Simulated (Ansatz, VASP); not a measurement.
TiB2 in VASP and in Ansatz

File INCAR:

```
PREC = Accurate ; ENCUT = 520
EDIFF = 1E-7 ; ISMEAR = 0
SIGMA = 0.1 ; LREAL = False
LASPH = True ; NELM = 60
ALGO = Normal ; ISIF = 2
LWAVE = False ; LCHARG = True
GGA = PE ; LELF = True
LVHAR = True ; NBANDS = 16
```

Contents of KPOINTS:

```
Automatic mesh
0
Gamma
  6 6 6
```

Contents of POSCAR:

```
TiB2
1.0
    3.0291981600      0.0000000000      0.0000000000
   -1.5145990800      2.6233625600      0.0000000000
    0.0000000000      0.0000000000      3.2283999900
Ti B
1 2
Direct
    0.0000000000      0.0000000000      0.0000000000
    0.3333333300      0.6666666700      0.5000000000
    0.6666666700      0.3333333300      0.5000000000
```

Input for Ansatz:

```yaml
crystal:
  lattice:
    - [3.02919816, 0.0, 0.0]
    - [-1.51459908, 2.62336256, 0.0]
    - [0.0, 0.0, 3.22839999]
  atoms:
    - { symbol: Ti, position: [0.0, 0.0, 0.0] }
    - { symbol: B, position: [0.33333333, 0.66666667, 0.5] }
    - { symbol: B, position: [0.66666667, 0.33333333, 0.5] }
basis:
  ecutwfc: 420
kpoints:
  mp_grid: { grid: [6, 6, 6] }
hamiltonian:
  xc: pbe
scf:
  occupations: { method: gaussian, width: 0.1 }
  lower_state_search: "off"
output:
  forces: true
  stress: true
  eigenvalues: true
```

Alike in both runs: task single point; functional PBE; k mesh 6 × 6 × 6; occupations gaussian, width 0.1 eV; no spin polarisation.

|  | VASP | Ansatz |
| --- | --- | --- |
| version | VASP 6.6.1 | Ansatz 0.2.0 |
| potentials or method | VASP PAW PBE potentials, release 64 (Ti_sv, B), cutoff 520 eV | scalar-relativistic, plane waves, PAW |
| valence electrons in the cell | 18 | 18 |

```csv
,VASP,Ansatz,Ansatz less VASP
gap on the k mesh at the Fermi level (eV),none,none,-
pressure (GPa),0.7,0.5,-0.16
"traceless stress, the component that is largest in VASP (GPa)",-1.73,-1.74,-0.018
```

A gap of «none» marks a metal or a gap that the smearing closes. The functional is the same, so the differences come from potentials, cutoffs and numerics.

The k mesh is coarse, so the values compare programs but aren't converged.
